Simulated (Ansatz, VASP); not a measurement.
## One calculation of SrC2, two programs

Contents of INCAR:

```
  ALGO = Normal
  EDIFF = 1E-6
  ENCUT = 520
  GGA = CA
  ISIF = 2
  ISMEAR = 0
  LASPH = T
  LCHARG = T
  LELF = T
  LREAL = F
  LVHAR = T
  LWAVE = F
  NBANDS = 16
  NELM = 100
  PREC = Accurate
  SIGMA = 0.05
```

KPOINTS

```
k-points
0
Gamma
  9 9 9
```

The input POSCAR:

```
SrC2
1.0
    2.6180186239      1.5115137573      2.3066623887
   -2.6180186239      1.5115137573      2.3066623887
    0.0000000000     -3.0230275145      2.3066623887
Sr C
1 2
Direct
    0.0000000000      0.0000000000      0.0000000000
    0.5915580000      0.5915580000      0.5915580000
    0.4084420000      0.4084420000      0.4084420000
```

Input for Ansatz:

```yaml
crystal:
  lattice:
    - [2.6180186239, 1.5115137573, 2.3066623887]
    - [-2.6180186239, 1.5115137573, 2.3066623887]
    - [0.0, -3.0230275145, 2.3066623887]
  atoms:
    - { symbol: Sr, position: [0.0, 0.0, 0.0] }
    - { symbol: C, position: [0.591558, 0.591558, 0.591558] }
    - { symbol: C, position: [0.408442, 0.408442, 0.408442] }
basis:
  ecutwfc: 420
kpoints:
  mp_grid: { grid: [9, 9, 9] }
hamiltonian:
  xc: lda
scf:
  occupations: { method: gaussian, width: 0.05 }
output:
  forces: true
  stress: true
  eigenvalues: true
```

Change from the starting cell: strain +0.040 along x and y, +0.000 along z, atoms carried along.

Alike in both runs: task single point; functional LDA; k mesh 9 × 9 × 9; occupations gaussian, width 0.05 eV; no spin polarisation.

```csv
,VASP,Ansatz
version,VASP 6.6.1,Ansatz 0.2.0
potentials or method,"VASP PAW LDA potentials, release 64 (Sr_sv, C), cutoff 520 eV","scalar-relativistic, plane waves, PAW"
valence electrons in the cell,18,18
```

Ansatz gave:

```
gap on the k mesh at the Fermi level (eV)                     : 1.85
least direct gap on the mesh (eV)                             : 2.60
pressure (GPa)                                                : -7.8
traceless stress, the component that is largest in VASP (GPa) : -0.59
rms of the force components (eV/Å)                            : 0.182
```

Question: Which values does VASP return?

Answer: gap on the k mesh at the Fermi level (eV): 1.82; least direct gap on the mesh (eV): 2.58; pressure (GPa): -7.5; traceless stress, the component that is largest in VASP (GPa): -0.29; rms of the force components (eV/Å): 0.146.

LDA's correlation is that of Perdew and Zunger in VASP and of Perdew and Wang (1992) in Ansatz. Atom by atom the forces differ by 0.036 eV/Å (rms over components).
